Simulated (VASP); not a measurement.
Set up this calculation in VASP 6.6.1, as the native input.

```
Task                   : relaxation of cell and atoms
Functional             : r2SCAN
Potentials or basis    : VASP PAW PBE potentials, release 64 (Sr_sv, O)
Cutoff                 : 600 eV
k mesh                 : 6 × 6 × 4
Occupations            : gaussian, width 0.01 eV
Spin                   : no spin polarisation
Dipole correction      : no
Further INCAR settings : ALGO = Normal; EDIFF = 1e-06; IBRION = 2; EDIFFG = -0.01; NSW = 80; ISIF = 3
```

SrO:

```
CELL_PARAMETERS angstrom
4.27547 0.00000 0.00000
-2.13773 3.70266 0.00000
0.00000 0.00000 5.15559
ATOMIC_POSITIONS crystal
Sr 0.33333 0.66667 0.93813
Sr 0.66667 0.33333 0.43813
O 0.33333 0.66667 0.43687
O 0.66667 0.33333 0.93687
```

These files were run (other wordings do the same):

POSCAR

```
SrO
1.0
    4.2754662700      0.0000000000      0.0000000000
   -2.1377331300      3.7026624000      0.0000000000
    0.0000000000      0.0000000000      5.1555949900
Sr O
2 2
Direct
    0.3333333333      0.6666666667      0.9381277000
    0.6666666667      0.3333333333      0.4381277000
    0.3333333333      0.6666666667      0.4368723000
    0.6666666667      0.3333333333      0.9368723000
```

INCAR.step1

```
SYSTEM = SrO
PREC = Accurate
ENCUT = 600
ISMEAR = 0
SIGMA = 0.01
LREAL = .FALSE.
LASPH = .TRUE.
NELM = 100
GGA = PE
ALGO = Normal
EDIFF = 1E-4
LWAVE = .TRUE.
LCHARG = .FALSE.
```

INCAR.step2

```
SYSTEM = SrO
PREC = Accurate
ENCUT = 600
EDIFF = 1E-6
ISMEAR = 0
SIGMA = 0.01
LREAL = .FALSE.
LASPH = .TRUE.
NELM = 100
ALGO = Normal
ISIF = 3
LWAVE = .FALSE.
LCHARG = .FALSE.
METAGGA = R2SCAN
LMIXTAU = .TRUE.
IBRION = 2
NSW = 80
EDIFFG = -0.01
ISTART = 1
```

KPOINTS

```
Automatic mesh
0
G
  6 6 4
  0 0 0
```

Potentials or basis: VASP PAW PBE potentials, release 64 (Sr_sv, O).

Run with:

```bash
$ cat potpaw_PBE.64/Sr_sv/POTCAR potpaw_PBE.64/O/POTCAR > POTCAR
$ cp INCAR.step1 INCAR
$ mpirun -np 1 vasp_std > vasp.out
$ cp INCAR.step2 INCAR
$ mpirun -np 1 vasp_std > vasp.out
```

Results of the run:

- Relaxed volume: 20.42 Å³/atom
- Relaxed cell: a = 4.279 Å, b = 4.279 Å, c = 5.151 Å, α = 90.00°, β = 90.00°, γ = 120.00°
- Space group after relaxing (to 0.1 Å): P6_3/mmc (No. 194)
- Energy gained by relaxing: 0.0 meV/atom
- Ionic steps: 3
- Pressure after relaxing: 0.0 GPa
- Largest force after relaxing: 0.007 eV/Å
- Band gap on the k mesh: 3.00 eV

Caveat: the PAW data sets were made with another functional, which shifts forces and pressure a little.

Run time: 9.6 min on 1 thread of Intel Xeon 8259CL, with other jobs on the host, peak memory 0.27 GiB.
